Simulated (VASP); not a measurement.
The system is InAs.

```xyz
2
Lattice="0.0000 2.8773 2.8773 2.8773 0.0000 2.8773 2.8773 2.8773 0.0000" Properties=species:S:1:pos:R:3 pbc="T T T"
In    2.8773    2.8773    2.8773
As    0.0000    0.0000    0.0000
```

| Quantity | Value |
| --- | --- |
| Program | VASP 6.6.1 |
| Task | relaxation of cell and atoms |
| Functional | revPBE |
| Potentials or basis | VASP PAW PBE potentials, release 64 (In_d, As) |
| Cutoff | 600 eV |
| k mesh | 8 × 8 × 8 |
| Occupations | fermi-dirac, width 0.05 eV |
| Spin | no spin polarisation |

At the start: pressure 1.3 GPa; volume 23.82 Å³/atom.

Q: How do energy, volume and symmetry change on relaxing?

A: Over 3 steps the energy falls by 2.0 meV/atom and the volume is 24.33 Å³/atom (+2.2 %); space group Fm-3m (No. 225, to 0.05 Å).

The path:
```csv
step,energy change (eV),largest force (eV/Å),pressure (GPa),volume (Å³)
1,0.0000,0.0000,1.29,47.64
2,-0.0037,0.0000,-0.35,48.97
3,-0.0040,0.0000,0.01,48.67
```

Final structure:
```cif
data_structure
_symmetry_space_group_name_H-M 'P 1'
_symmetry_Int_Tables_number 1
_cell_length_a 4.0981
_cell_length_b 4.0981
_cell_length_c 4.0981
_cell_angle_alpha 60.000
_cell_angle_beta 60.000
_cell_angle_gamma 60.000
_cell_volume 48.67
loop_
_atom_site_label
_atom_site_type_symbol
_atom_site_fract_x
_atom_site_fract_y
_atom_site_fract_z
_atom_site_occupancy
In1 In 0.50000 0.50000 0.50000 1
As1 As 0.00000 0.00000 0.00000 1
```

Caveat: the PAW data sets were made with another functional, which shifts forces and pressure a little.
